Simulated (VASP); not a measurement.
## TaSiRh3: single point with PBE

TaSiRh3:

```
CELL_PARAMETERS angstrom
4.35646 0.00000 0.00000
0.00000 4.35646 0.00000
0.00000 0.00000 4.35646
ATOMIC_POSITIONS crystal
Ta 0.50000 0.50000 0.50000
Si 0.00000 0.00000 0.00000
Rh 0.50000 0.00000 0.00000
Rh 0.00000 0.50000 0.00000
Rh 0.00000 0.00000 0.50000
```

```
Program                : VASP 6.6.1
Task                   : single point
Functional             : PBE
Potentials or basis    : VASP PAW PBE potentials, release 64 (Ta_pv, Si, Rh_pv)
Cutoff                 : 520 eV
k mesh                 : 4 × 4 × 4
Occupations            : gaussian, width 0.1 eV
Spin                   : no spin polarisation
Dipole correction      : no
Further INCAR settings : ALGO = Normal; EDIFF = 1e-06; NBANDS = 38
```

```
Pressure               : 0.1 GPa
Band gap on the k mesh : zero (band 30 reaches 8.98 eV, above the bottom of band 31 at 8.20 eV)
```

Levels at points of the mesh, in eV from the Fermi level:
```tsv
k point	band 27	band 28	band 29	band 30	band 31	band 32	band 33	band 34
(0.00, 0.00, 0.00)	-1.76	-0.82	-0.82	-0.82	-0.58	0.81	0.81	1.93
(0.50, 0.00, 0.00)	-1.98	-1.47	-0.82	-0.38	-0.38	0.30	0.56	1.86
(0.50, 0.50, 0.00)	-2.06	-1.94	-1.53	0.05	0.05	0.16	0.16	0.50
(0.50, 0.50, 0.50)	-0.84	-0.84	-0.67	-0.67	-0.67	0.13	0.13	0.13
```

It took 29 s on 1 thread of AMD EPYC 7R13 Processor (Zen 3), with other jobs on the host, peak memory 0.16 GiB.

Caveat: the k points lie up to 0.36 Å⁻¹ apart; spin-orbit coupling is left out, which moves the levels of the heavy elements.
